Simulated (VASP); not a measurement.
# Si8O17 (a cell with a defect) in VASP: single point with PBE

Aim: the single point of Si8O17 (a cell with a defect) with PBE.

Program: VASP 6.6.1. These are calculated values, not measurements. Logs are shortened: lines on timing, memory, paths and dates and some standing lists are left out, and cuts for length are marked.

## Step 1: The cell of the first run

The cell holds a defect, 25 atoms: a = 5.911 Å, b = 5.911 Å, c = 5.334 Å, α = 90.00°, β = 90.00°, γ = 90.00°.

## Step 2: Single point, PBE, collinear spin, zero start

Contents of INCAR:

```
SYSTEM = Si8O17
ALGO = Normal
EDIFF = 1E-7
ENCUT = 520
GGA = PE
ISIF = 2
ISMEAR = -1
ISPIN = 2
LASPH = .True.
LCHARG = .False.
LORBIT = 11
LREAL = Auto
LWAVE = .False.
MAGMOM = 0 0 0 0 0 0 0 0 0 0 0 0 0 0 0 0 0 0 0 0 0 0 0 0 0
NBANDS = 89
NELM = 150
PREC = Accurate
SIGMA = 0.05
```

Contents of KPOINTS:

```
k-points
0
Gamma
  2 2 3
  0 0 0
```

Contents of POSCAR:

```
Si8O17
1.0
   -4.1797000000     -4.1797000000      0.0000000000
    4.1797000000     -4.1797000000      0.0000000000
    0.0000000000      0.0000000000      5.3338000000
Si O
8 17
Direct
    0.4961141948      0.5238283848      0.0022803630
   -0.0002270498      0.5012565495      0.2539769020
    0.4927213676      0.5252064741      0.5026380817
    0.0012546355      0.5012646841      0.7504083393
    0.0290376104     -0.0089663134      0.0013534441
    0.4857739790      0.0303845970      0.2653055983
   -0.0018835084      0.0011076154      0.5030269226
    0.4901393641      0.0303578008      0.7472867374
    0.1928545111      0.4989231285      0.0031517867
   -0.0070721583      0.1915121899      0.2496098466
    0.8050855325      0.5069313587      0.0019689527
    0.0362365720      0.8027796253      0.2668643369
    0.1917162715      0.4875736297      0.5011305261
   -0.0069848314      0.1924103405      0.7556396940
    0.8021734814      0.5138724071      0.5028953092
    0.0450800297      0.8001122090      0.7360433462
    0.7701484556     -0.1158462330     -0.0187534216
    0.4901094576      0.7211427854      0.2531924707
    0.3057662033      0.0218199871      0.0040267727
    0.4935914061      0.3338459698      0.2578758109
    0.6914100294      0.0120880685      0.5050716187
    0.4840526832      0.7185013278      0.7507551839
    0.3027115582      0.0329393258      0.5053924032
    0.4946382515      0.3323885686      0.7477867562
    0.6581735531      0.0911508003      1.0129988001
```

Potentials or basis: VASP PAW PBE potentials, release 64 (Si, O).

The run is started by

```sh
$ cat potpaw_PBE.64/Si/POTCAR potpaw_PBE.64/O/POTCAR > POTCAR
$ mpirun -np 1 vasp_std > vasp.out
```

OUTCAR:

```text
SYSTEM = Si8O17
   EDIFF = 1E-7
   ENCUT = 520
   GGA = PE
   ISIF = 2
   ISMEAR = -1
   ISPIN = 2
   LASPH = .True.
   LORBIT = 11
   LREAL = Auto
   NELM = 150
   PREC = Accurate

 ion  position               nearest neighbor table
   1  0.496  0.524  0.002-  20 1.77  24 1.77  22 1.77  18 1.78   9 1.80  11 1.83   3 2.67   3 2.67

   2  1.000  0.501  0.254-  13 1.74   9 1.76  11 1.77  15 1.77  12 1.80  10 1.83   4 2.65   4 2.69

   3  0.493  0.525  0.503-  20 1.73  24 1.73  22 1.75  18 1.76  13 1.79  15 1.83   1 2.67   1 2.67
[... 9 lines left out ...]
   8  0.490  0.030  0.747-  23 1.70  19 1.75  21 1.76  25 1.77  24 1.79  22 1.84  17 2.25   6 2.57
                             6 2.76   5 3.05
   9  0.193  0.499  0.003-   2 1.76   4 1.76   1 1.80
  10  0.993  0.192  0.250-   7 1.76   5 1.79   2 1.83
  11  0.805  0.507  0.002-   2 1.77   4 1.77   1 1.83
  12  0.036  0.803  0.267-   7 1.74   2 1.80   5 1.80
  13  0.192  0.488  0.501-   2 1.74   4 1.74   3 1.79
  14  0.993  0.192  0.756-   7 1.76   5 1.78   4 1.83
  15  0.802  0.514  0.503-   2 1.77   4 1.77   3 1.83
  16  0.045  0.800  0.736-   7 1.74   4 1.79   5 1.81
  17  0.770  0.884  0.981-  25 1.40   5 1.66   8 2.25   6 2.42
  18  0.490  0.721  0.253-   3 1.76   1 1.78   6 1.83
  19  0.306  0.022  0.004-   5 1.65   8 1.75   6 1.75
  20  0.494  0.334  0.258-   3 1.73   1 1.77   6 1.79
  21  0.691  0.012  0.505-   8 1.76   6 1.77   7 1.81
  22  0.484  0.719  0.751-   3 1.75   1 1.77   8 1.84
  23  0.303  0.033  0.505-   6 1.68   8 1.70   7 1.81
  24  0.495  0.332  0.748-   3 1.73   1 1.77   8 1.79
  25  0.658  0.091  0.013-  17 1.40   6 1.73   8 1.77   5 2.27

  LATTYP: Found a simple tetragonal cell.
 ALAT       =     5.9109884267
 C/A-ratio  =     0.9023533147

  Lattice vectors:

 A1 = (  -4.1797000000,  -4.1797000000,   0.0000000000)
 A2 = (   4.1797000000,  -4.1797000000,   0.0000000000)
 A3 = (   0.0000000000,   0.0000000000,   5.3338000000)

Analysis of symmetry for initial positions (statically):
=====================================================================
 Subroutine PRICEL returns:
 Original cell was already a primitive cell.

 Routine SETGRP: Setting up the symmetry group for a
 simple tetragonal supercell.

 Subroutine GETGRP returns: Found  1 space group operations
 (whereof  1 operations were pure point group operations)
 out of a pool of 16 trial point group operations.

The static configuration has the point symmetry C_1 .

Analysis of symmetry for dynamics (positions and initial velocities):
=====================================================================
 Subroutine PRICEL returns:
 Original cell was already a primitive cell.

 Routine SETGRP: Setting up the symmetry group for a
 simple tetragonal supercell.

 Subroutine GETGRP returns: Found  1 space group operations
 (whereof  1 operations were pure point group operations)
 out of a pool of 16 trial point group operations.

The dynamic configuration has the point symmetry C_1 .

Analysis of structural, dynamic, and magnetic symmetry:
=====================================================================
 Subroutine PRICEL returns:
 Original cell was already a primitive cell.

 Routine SETGRP: Setting up the symmetry group for a
 simple tetragonal supercell.

 Subroutine GETGRP returns: Found  1 space group operations
 (whereof  1 operations were pure point group operations)
 out of a pool of 16 trial point group operations.

The overall configuration has the point symmetry C_1 .

 Subroutine INISYM returns: Found  1 space group operations
 (whereof  1 operations are pure point group operations),
 and found     1 'primitive' translations

----------------------------------------------------------------------------------------

                                     Primitive cell

  volume of cell :     186.3618

  direct lattice vectors                    reciprocal lattice vectors
    -4.179700000 -4.179700000  0.000000000    -0.119625810 -0.119625810  0.000000000
     4.179700000 -4.179700000  0.000000000     0.119625810 -0.119625810  0.000000000
     0.000000000  0.000000000  5.333800000     0.000000000  0.000000000  0.187483595

  length of vectors
     5.910988427  5.910988427  5.333800000     0.169176444  0.169176444  0.187483595

[... 96 lines left out ...]
   ions per type =               8  17
   NGX,Y,Z   is equivalent  to a cutoff of  13.50, 13.50, 12.47 a.u.
   NGXF,Y,Z  is equivalent  to a cutoff of  27.00, 27.00, 24.93 a.u.
 SYSTEM =  Si8O17
   PREC   = accura    normal or accurate (medium, high low for compatibility)
   ISTART =      0    job   : 0-new  1-cont  2-samecut
   ICHARG =      2    charge: 1-file 2-atom 10-const
   ISPIN  =      2    spin polarized calculation?
   LNONCOLLINEAR =      F non collinear calculations
   LSORBIT =      F    spin-orbit coupling
   LASPH  =      T    aspherical Exc in radial PAW
   ENCUT  =  520.0 eV  38.22 Ry    6.18 a.u.  10.99 10.99  9.92*2*pi/ulx,y,z
   NELM   =    150;   NELMIN=  2; NELMDL= -5     # of ELM steps
   EDIFF  = 0.1E-06   stopping-criterion for ELM
   LREAL  =      T    real-space projection
   EDIFFG = 0.1E-05   stopping-criterion for IOM
   NSW    =      0    number of steps for IOM
   IBRION =     -1    ionic relax: 0-MD 1-quasi-New 2-CG
   NFREE  =      0    steps in history (QN), initial steepest desc. (CG)
   ISIF   =      2    stress and relaxation
   ISYM   =      2    0-nonsym 1-usesym 2-fastsym
   POTIM  = 0.5000    time-step for ionic-motion
   TEBEG  =    0.0;   TEEND  =   0.0 temperature during run
   PSTRESS=    0.0 pullay stress
   NELECT =     134.0000    total number of electrons
   NUPDOWN=      -1.0000    fix difference up-down
   EMIN   =  10.00;   EMAX   =-10.00  energy-range for DOS
   EFERMI =   0.00;   METHOD = LEGACY
   ISMEAR =    -1;   SIGMA  =   0.05  broadening in eV -4-tet -1-fermi 0-gaus
   EFERMI_NEDOS =   21; number of points for ismear=-14 and -15
   IALGO  =     38    algorithm
   IMIX   =      4    mixing-type and parameters
     AMIX     =   0.40;   BMIX     =  1.00
     AMIX_MAG =   1.60;   BMIX_MAG =  1.00
  volume/ion in A,a.u.               =       7.45        50.31
  Fermi-wavevector in a.u.,A,eV,Ry     =   1.466642  2.771551 29.266659  2.151039
  Thomas-Fermi vector in A             =   2.582355
   LORBIT       =     11    0 simple, 1 ext, 2 COOP (PROOUT), +10 PAW based schemes
   GGA     = PE    functional components
   LHFCALC =     F    Hartree Fock is set to
   AEXX    =    0.0000 exact exchange contribution
   IVDW    =     0    specifies the selected vdW correction
   LEPSILON=     F    determine dielectric tensor
   LRPA    =     F    only Hartree local field effects (RPA)
 spin polarized calculation
  energy-cutoff  :      520.00
  volume of cell :      186.36
 maximum number of plane-waves:      5031
 NGX is ok and might be reduce to    48
   NGX = 21   NGY = 21   NGZ = 19

 number of electron     134.0000006 magnetization      -0.0000000

 number of electron     134.0000006 magnetization       0.0000000

 Free energy of the ion-electron system (eV)
  ---------------------------------------------------
  ext. energy  EPLUGINS =         0.00000000
  ---------------------------------------------------
  free energy    TOTEN  =      -183.42117085 eV

  energy without entropy =     -183.42117085  energy(sigma->0) =     -183.42117085

 E-fermi :  10.0287     XC(G=0): -12.4866

 val. band max:        8.8490589190   @ k =   0.5000   0.0000   0.0000
 cond. band min:      13.7502418572   @ k =   0.0000   0.5000   0.0000
 fundamental gap:      4.9011829382
 Fermi energy:        10.0287371130

 spin component 1

 k-point     1 :       0.0000    0.0000    0.0000
  band No.  band energies     occupation
      1     -16.0114      1.00000
      2     -13.6181      1.00000
      3     -12.3522      1.00000
      4     -12.1910      1.00000
      5     -11.6803      1.00000
      6     -11.2768      1.00000
[... 645 lines left out ...]
     78      18.5392      0.00000
     79      18.6686      0.00000
 Fermi energy:        10.0287371130

 spin component 2

 k-point     1 :       0.0000    0.0000    0.0000
  band No.  band energies     occupation
      1     -16.0114      1.00000
      2     -13.6181      1.00000
      3     -12.3522      1.00000
      4     -12.1910      1.00000
      5     -11.6803      1.00000
      6     -11.2768      1.00000
[... 645 lines left out ...]
     78      18.5392      0.00000
     79      18.6686      0.00000
 [bands above 79 left out]

------------------------ aborting loop because EDIFF is reached ----------------------------------------

  FORCE on cell =-STRESS in cart. coord.  units (eV):
  Direction    XX          YY          ZZ          XY          YZ          ZX
  --------------------------------------------------------------------------------------
  -------------------------------------------------------------------------------------
  Total       38.3746800     26.9121959     26.7455951     13.1037016      0.1293647      1.3497488
  in kB      329.9122216    231.3677232    229.9354339    112.6542637      1.1121657     11.6039695
  external PRESSURE =     263.7384596 kB  Pullay stress =       0.0000000 kB

 VOLUME and BASIS-vectors are now :
 -----------------------------------------------------------------------------
  energy-cutoff  :      520.00
  volume of cell :      186.36
      direct lattice vectors                 reciprocal lattice vectors
    -4.179700000 -4.179700000  0.000000000    -0.119625810 -0.119625810  0.000000000
     4.179700000 -4.179700000  0.000000000     0.119625810 -0.119625810  0.000000000
     0.000000000  0.000000000  5.333800000     0.000000000  0.000000000  0.187483595

 POSITION                                       TOTAL-FORCE (eV/Angst)
 -----------------------------------------------------------------------------------
      0.11584     -4.26305      0.01216        -0.005875      0.003199     -0.007664
     -2.08365     -6.27385      1.35466        -0.004780      0.016781     -0.013926
      0.13578     -4.25463      2.68097        -0.001657      0.010931      0.002695
      2.08989     -2.10038      4.00253        -0.020184      0.006228      0.003999
      4.02085     -4.26359      0.00722        -0.032568     -0.064547      0.030799
     -1.90339     -2.15739      1.41509        -0.012298     -0.031420      0.015657
[... 17 lines left out ...]
     -0.67815     -3.45672      3.98855        -0.028710      0.005779      0.013510
     -2.36998     -3.13195      0.06933         0.279755     -0.057930      0.073374
 -----------------------------------------------------------------------------------
    total drift:                                0.005779     -0.015852      0.005283

  FREE ENERGIE OF THE ION-ELECTRON SYSTEM (eV)
  ---------------------------------------------------
  free  energy   TOTEN  =      -183.4211708483 eV

  energy  without entropy=     -183.4211708483  energy(sigma->0) =     -183.42117085

 total charge

# of ion       s       p       d       tot
------------------------------------------
    1        0.587   0.863   0.000   1.450
    2        0.589   0.876   0.000   1.465
    3        0.592   0.895   0.000   1.487
    4        0.589   0.877   0.000   1.466
    5        0.619   0.955   0.000   1.575
    6        0.604   0.916   0.000   1.519
[... 17 lines left out ...]
   24        1.554   3.719   0.000   5.273
   25        1.608   3.578   0.000   5.186
--------------------------------------------------
tot         31.295  69.784   0.000 101.080

 magnetization (x)

# of ion       s       p       d       tot
------------------------------------------
    1        0.000   0.000   0.000   0.000
    2        0.000   0.000   0.000   0.000
    3        0.000  -0.000   0.000   0.000
    4        0.000   0.000   0.000   0.000
    5       -0.000  -0.000   0.000  -0.000
    6        0.000   0.000   0.000   0.000
[... 17 lines left out ...]
   24        0.000   0.000   0.000   0.000
   25        0.000  -0.000   0.000  -0.000
--------------------------------------------------
tot          0.000   0.000   0.000   0.000
```

It took 13 min on 1 thread of AMD EPYC 7R13, shared host; peak memory 0.41 GiB.

Results:

```
Free energy                                           : -183.4212 eV
Pressure                                              : 26.4 GPa
Largest force                                         : 0.325 eV/Å
Band gap on the k mesh                                : 4.90 eV
Net moment                                            : 0.00 μB per cell
Valence electrons inside the program's atomic spheres : Si 1.45, 1.47, 1.49, 1.57, 1.52, 1.48 (each value once); O 5.25, 5.23, 5.22, 5.26, 5.27, 5.15, 5.33, 5.31, 5.19 (each value once)
```

Forces on the atoms (eV/Å):
```
Si  -0.006  0.003 -0.008
Si  -0.005  0.017 -0.014
Si  -0.002  0.011  0.003
Si  -0.020  0.006  0.004
Si  -0.033 -0.065  0.031
Si  -0.012 -0.031  0.016
Si  -0.019 -0.025  0.003
Si   0.049  0.009  0.017
O   -0.010 -0.010  0.014
O    0.015 -0.017 -0.012
O    0.008  0.000 -0.003
O    0.018  0.029 -0.021
O   -0.020 -0.016 -0.014
O    0.029 -0.008  0.004
O    0.012  0.015  0.002
O   -0.014  0.000  0.001
O   -0.277  0.126 -0.114
O    0.008 -0.023 -0.001
O    0.006 -0.007  0.005
O   -0.007  0.014  0.000
O   -0.020 -0.012  0.008
O    0.009 -0.008 -0.003
O    0.041  0.043 -0.005
O   -0.029  0.006  0.014
O    0.280 -0.058  0.073
```

Stress tensor (GPa, compression positive):
```
32.99 11.27  1.16
11.27 23.14  0.11
 1.16  0.11 22.99
```

Caveat: the k points lie up to 0.53 Å⁻¹ apart.
